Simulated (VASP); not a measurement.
# Ti12H (a cell with a defect) in VASP: single point with PBE+D3(BJ)

Aim: the single point of Ti12H (a cell with a defect) with PBE+D3(BJ).

All numbers are computed with VASP 6.6.1; they aren't measurements. Logs are shortened: lines on timing, memory, paths and dates and some standing lists are left out, and cuts for length are marked.

### 1 The cell of the first run

The cell holds a defect, 13 atoms: a = 5.900 Å, b = 8.850 Å, c = 4.685 Å, α = 90.00°, β = 90.00°, γ = 120.00°.

### 2 Single point, PBE+D3(BJ)

INCAR

```
PREC = Accurate ; ENCUT = 520
EDIFF = 1E-6 ; ISMEAR = 0
SIGMA = 0.05 ; LREAL = False
LASPH = True ; NELM = 100
ALGO = Normal ; ISIF = 2
LWAVE = False ; LCHARG = False
GGA = PE ; IVDW = 12
NBANDS = 84
```

KPOINTS

```
regular mesh
0
Gamma
  3 2 4
```

POSCAR

```
Ti12H
1.0
    5.9000000000      0.0000000000      0.0000000000
   -4.4250000000      7.6643250000      0.0000000000
    0.0000000000      0.0000000000      4.6846000000
Ti H
12 1
Direct
    0.0012984247      0.0020363176      0.0002185886
    0.1641681117      0.2184356744      0.5002158135
    0.0105366527      0.3285229945      0.0002175212
    0.1752892359      0.5601619190      0.5002198694
    0.0077446079      0.6779424150      0.0002175212
    0.1663411636      0.8912246023      0.5002134654
    0.4978049508     -0.0016510260      0.0002049268
    0.6633650107      0.2149384323      0.5002008709
    0.4836973380      0.3271736259      0.0002149597
    0.6603769316      0.5581122930      0.5002115442
    0.5026176888      0.6699261840      0.0002151731
    0.6675799006      0.8889955736      0.5002160270
    0.8325399524      0.4438496541      0.5002192290
```

Potentials or basis: VASP PAW PBE potentials, release 64 (Ti_sv, H).

On the command line:

```console
cat potpaw_PBE.64/Ti_sv/POTCAR potpaw_PBE.64/H/POTCAR > POTCAR
mpirun -np 1 vasp_std > vasp.out
```

OUTCAR:

```text
PREC = Accurate
   ENCUT = 520
   EDIFF = 1E-6
   ISMEAR = 0
   LREAL = False
   LASPH = True
   NELM = 100
   ISIF = 2
   GGA = PE
   IVDW = 12
 IVDW          = 12

 ion  position               nearest neighbor table
   1  0.001  0.002  0.000-   9 2.86   3 2.86   2 2.87   2 2.87   5 2.89   6 2.89   6 2.89  12 2.90
                            12 2.90
   2  0.164  0.218  0.500-   3 2.85   3 2.85   9 2.86   9 2.86   1 2.87   1 2.87   6 2.90
   3  0.011  0.329  0.000-   9 2.80   2 2.85   2 2.85   1 2.86
   4  0.175  0.560  0.500-  13 1.75  10 2.87  11 2.88  11 2.88  12 2.91
   5  0.008  0.678  0.000-   6 2.86   6 2.86   7 2.86   1 2.89
   6  0.166  0.891  0.500-   5 2.86   5 2.86   1 2.89   1 2.89   7 2.89   7 2.89   8 2.90   2 2.90

   7  0.498  0.998  0.000-   5 2.86   8 2.87   8 2.87   6 2.89   6 2.89  12 2.90  12 2.90
   8  0.663  0.215  0.500-  13 1.75   7 2.87   7 2.87  12 2.90   6 2.90
   9  0.484  0.327  0.000-   3 2.80   2 2.86   2 2.86   1 2.86
  10  0.660  0.558  0.500-  13 1.76   4 2.87  11 2.87  11 2.87  12 2.91
  11  0.503  0.670  0.000-  10 2.87  10 2.87   4 2.88   4 2.88  12 2.88  12 2.88
  12  0.668  0.889  0.500-  11 2.88  11 2.88   8 2.90   1 2.90   1 2.90   7 2.90   7 2.90  10 2.91
                             4 2.91
  13  0.833  0.444  0.500-   4 1.75   8 1.75  10 1.76

  LATTYP: Found a simple monoclinic cell.
 ALAT       =     5.9000000000
 B/A-ratio  =     0.7940000000
 C/A-ratio  =     1.3228756849
 COS(beta)  =    -0.1889822323

  Lattice vectors:

 A1 = (   5.9000000000,   0.0000000000,   0.0000000000)
 A2 = (   0.0000000000,   0.0000000000,   4.6846000000)
 A3 = (  -1.4750000000,  -7.6643250000,   0.0000000000)

Analysis of symmetry for initial positions (statically):
=====================================================================
 Subroutine PRICEL returns:
 Original cell was already a primitive cell.

 Routine SETGRP: Setting up the symmetry group for a
 simple monoclinic supercell.

 Subroutine GETGRP returns: Found  1 space group operations
 (whereof  1 operations were pure point group operations)
 out of a pool of  4 trial point group operations.

The static configuration has the point symmetry C_1 .

Analysis of symmetry for dynamics (positions and initial velocities):
=====================================================================
 Subroutine PRICEL returns:
 Original cell was already a primitive cell.

 Routine SETGRP: Setting up the symmetry group for a
 simple monoclinic supercell.

 Subroutine GETGRP returns: Found  1 space group operations
 (whereof  1 operations were pure point group operations)
 out of a pool of  4 trial point group operations.

The dynamic configuration has the point symmetry C_1 .

 Subroutine INISYM returns: Found  1 space group operations
 (whereof  1 operations are pure point group operations),
 and found     1 'primitive' translations

----------------------------------------------------------------------------------------

                                     Primitive cell

  volume of cell :     211.8354

  direct lattice vectors                    reciprocal lattice vectors
     5.900000000  0.000000000  0.000000000     0.169491525  0.097855976  0.000000000
    -4.425000000  7.664325000  0.000000000     0.000000000  0.130474634  0.000000000
     0.000000000  0.000000000  4.684600000     0.000000000  0.000000000  0.213465397

  length of vectors
     5.900000000  8.850000153  4.684600000     0.195711955  0.130474634  0.213465397

  position of ions in fractional coordinates (direct lattice)
     0.001298425  0.002036318  0.000218589
     0.164168112  0.218435674  0.500215813
     0.010536653  0.328522994  0.000217521
     0.175289236  0.560161919  0.500219869
     0.007744608  0.677942415  0.000217521
     0.166341164  0.891224602  0.500213465
     0.497804951  0.998348974  0.000204927
     0.663365011  0.214938432  0.500200871
     0.483697338  0.327173626  0.000214960
     0.660376932  0.558112293  0.500211544
     0.502617689  0.669926184  0.000215173
     0.667579901  0.888995574  0.500216027
     0.832539952  0.443849654  0.500219229

  ion indices of the primitive-cell ions
   primitive index   ion index
[... 51 lines left out ...]
|                                                                             |
 -----------------------------------------------------------------------------

 Subroutine IBZKPT returns following result:
 ===========================================

 Found     14 irreducible k-points:

 Following reciprocal coordinates:
            Coordinates               Weight
  0.000000  0.000000  0.000000      1.000000
  0.333333 -0.000000  0.000000      2.000000
  0.000000  0.500000  0.000000      1.000000
  0.333333  0.500000  0.000000      2.000000
  0.000000  0.000000  0.250000      2.000000
  0.333333 -0.000000  0.250000      2.000000
 -0.333333  0.000000  0.250000      2.000000
  0.000000  0.500000  0.250000      2.000000
  0.333333  0.500000  0.250000      2.000000
 -0.333333  0.500000  0.250000      2.000000
  0.000000  0.000000  0.500000      1.000000
  0.333333 -0.000000  0.500000      2.000000
  0.000000  0.500000  0.500000      1.000000
  0.333333  0.500000  0.500000      2.000000
   k-points           NKPTS =     14   k-points in BZ     NKDIM =     14   number of bands    NBANDS=     84
   number of dos      NEDOS =    301   number of ions     NIONS =     13
   total plane-waves  NPLWV = 120960
   dimension x,y,z NGX =    48 NGY =   70 NGZ =   36
   dimension x,y,z NGXF=    96 NGYF=  140 NGZF=   72
   ions per type =              12   1
   NGX,Y,Z   is equivalent  to a cutoff of  13.53, 13.15, 12.78 a.u.
   NGXF,Y,Z  is equivalent  to a cutoff of  27.05, 26.30, 25.55 a.u.
 SYSTEM =  unknown system
   PREC   = accura    normal or accurate (medium, high low for compatibility)
   ISTART =      0    job   : 0-new  1-cont  2-samecut
   ICHARG =      2    charge: 1-file 2-atom 10-const
   ISPIN  =      1    spin polarized calculation?
   LNONCOLLINEAR =      F non collinear calculations
   LSORBIT =      F    spin-orbit coupling
   LASPH  =      T    aspherical Exc in radial PAW
   ENCUT  =  520.0 eV  38.22 Ry    6.18 a.u.  10.97 16.46  8.71*2*pi/ulx,y,z
   NELM   =    100;   NELMIN=  2; NELMDL= -5     # of ELM steps
   EDIFF  = 0.1E-05   stopping-criterion for ELM
   LREAL  =      F    real-space projection
   EDIFFG = 0.1E-04   stopping-criterion for IOM
   NSW    =      0    number of steps for IOM
   IBRION =     -1    ionic relax: 0-MD 1-quasi-New 2-CG
   NFREE  =      0    steps in history (QN), initial steepest desc. (CG)
   ISIF   =      2    stress and relaxation
   ISYM   =      2    0-nonsym 1-usesym 2-fastsym
   POTIM  = 0.5000    time-step for ionic-motion
   TEBEG  =    0.0;   TEEND  =   0.0 temperature during run
   PSTRESS=    0.0 pullay stress
   NELECT =     145.0000    total number of electrons
   NUPDOWN=      -1.0000    fix difference up-down
   EMIN   =  10.00;   EMAX   =-10.00  energy-range for DOS
   EFERMI =   0.00;   METHOD = LEGACY
   ISMEAR =     0;   SIGMA  =   0.05  broadening in eV -4-tet -1-fermi 0-gaus
   EFERMI_NEDOS =   21; number of points for ismear=-14 and -15
   IALGO  =     38    algorithm
   IMIX   =      4    mixing-type and parameters
     AMIX     =   0.40;   BMIX     =  1.00
     AMIX_MAG =   1.60;   BMIX_MAG =  1.00
  volume/ion in A,a.u.               =      16.30       109.96
  Fermi-wavevector in a.u.,A,eV,Ry     =   1.442773  2.726446 28.321806  2.081594
  Thomas-Fermi vector in A             =   2.561256
   LORBIT       =      0    0 simple, 1 ext, 2 COOP (PROOUT), +10 PAW based schemes
   GGA     = PE    functional components
   LHFCALC =     F    Hartree Fock is set to
   AEXX    =    0.0000 exact exchange contribution
   IVDW    =    12    specifies the selected vdW correction
   LEPSILON=     F    determine dielectric tensor
   LRPA    =     F    only Hartree local field effects (RPA)
 non-spin polarized calculation
 Gauss-broadening in eV      SIGMA  =   0.05
  energy-cutoff  :      520.00
  volume of cell :      211.84
 maximum number of plane-waves:      5706
 NGX is ok and might be reduce to    48
   NGX = 21   NGY = 33   NGZ = 17

 number of electron     144.9999997 magnetization

 Free energy of the ion-electron system (eV)
  ---------------------------------------------------
  ext. energy  EPLUGINS =         0.00000000
  ---------------------------------------------------
  free energy    TOTEN  =       -97.22777710 eV

  energy without entropy =      -97.21574360  energy(sigma->0) =      -97.22176035

 E-fermi :   8.2647     XC(G=0): -11.4650

 val. band max:        8.2425110055   @ k =   0.3333  -0.0000   0.2500
 cond. band min:       8.2801026911   @ k =   0.0000   0.0000   0.5000
 fundamental gap:      0.0375916856
 Fermi energy:         8.2646757607

 k-point     1 :       0.0000    0.0000    0.0000
  band No.  band energies     occupation
      1     -48.6430      2.00000
      2     -48.5908      2.00000
      3     -48.5559      2.00000
      4     -48.5500      2.00000
      5     -48.5230      2.00000
      6     -48.5070      2.00000
[... 1207 lines left out ...]
     83       8.6949      0.00000
     84       8.7633      0.00000

------------------------ aborting loop because EDIFF is reached ----------------------------------------

 Edisp (eV)   -7.28650

 E8    (eV) :    -3.4278

  FORCE on cell =-STRESS in cart. coord.  units (eV):
  Direction    XX          YY          ZZ          XY          YZ          ZX
  --------------------------------------------------------------------------------------
  -------------------------------------------------------------------------------------
  Total      -7.74980    -6.72834    -6.85572     0.03771     0.00030     0.00014
  in kB     -58.61416   -50.88856   -51.85199     0.28525     0.00225     0.00103
  external pressure =      -53.78 kB  Pullay stress =        0.00 kB

 VOLUME and BASIS-vectors are now :
 -----------------------------------------------------------------------------
  energy-cutoff  :      520.00
  volume of cell :      211.84
      direct lattice vectors                 reciprocal lattice vectors
     5.900000000  0.000000000  0.000000000     0.169491525  0.097855976  0.000000000
    -4.425000000  7.664325000  0.000000000     0.000000000  0.130474634  0.000000000
     0.000000000  0.000000000  4.684600000     0.000000000  0.000000000  0.213465397

 POSITION                                       TOTAL-FORCE (eV/Angst)
 -----------------------------------------------------------------------------------
     -0.00135      0.01561      0.00102         0.002611     -0.007702     -0.000008
      0.00201      1.67416      2.34331         0.004221     -0.001512      0.000022
     -1.39155      2.51791      0.00102        -0.009533      0.004713     -0.000064
     -1.44451      4.29326      2.34333         0.046052      0.024113     -0.000065
     -2.95420      5.19597      0.00102         0.003188      0.003323     -0.000044
     -2.96226      6.83064      2.34330        -0.000480      0.002270     -0.000007
     -1.48065      7.65167      0.00096         0.002783      0.001821      0.000087
      2.96275      1.64736      2.34324        -0.014724     -0.018186      0.000122
      1.40607      2.50757      0.00101        -0.003340     -0.003752     -0.000062
      1.42658      4.27755      2.34329        -0.011799      0.008652      0.000052
      0.00102      5.13453      0.00101        -0.003711      0.001840      0.000018
      0.00492      6.81355      2.34331         0.000819      0.003782     -0.000106
      2.94795      3.40181      2.34333        -0.016086     -0.019362      0.000052
 -----------------------------------------------------------------------------------
    total drift:                               -0.000436      0.000535      0.000108

  FREE ENERGIE OF THE ION-ELECTRON SYSTEM (eV)
  ---------------------------------------------------
  free  energy   TOTEN  =      -104.5142791304 eV

  energy  without entropy=     -104.5022456299  energy(sigma->0) =     -104.50826238
```

Run time: 12 min. Hardware: 1 thread of Oxide Virtual Turin-like, shared host; peak memory 0.41 GiB.

What came out:

```
Free energy                : -104.5143 eV
Pressure                   : -5.4 GPa
Largest force              : 0.052 eV/Å
Band gap on the k mesh     : zero (an odd number of electrons rules out a gap without spin polarisation)
Dispersion energy per atom : -0.560 eV
```

Forces in eV/Å, atoms in the order of the input:
```
Ti   0.003 -0.008  0.000
Ti   0.004 -0.002  0.000
Ti  -0.010  0.005  0.000
Ti   0.046  0.024  0.000
Ti   0.003  0.003  0.000
Ti   0.000  0.002  0.000
Ti   0.003  0.002  0.000
Ti  -0.015 -0.018  0.000
Ti  -0.003 -0.004  0.000
Ti  -0.012  0.009  0.000
Ti  -0.004  0.002  0.000
Ti   0.001  0.004  0.000
H   -0.016 -0.019  0.000
```

Caveat: the k points lie up to 0.41 Å⁻¹ apart, too coarse for converged energies and pressures of a metal.

The gap in the log of VASP goes by the Fermi energy; the results here count the filled bands.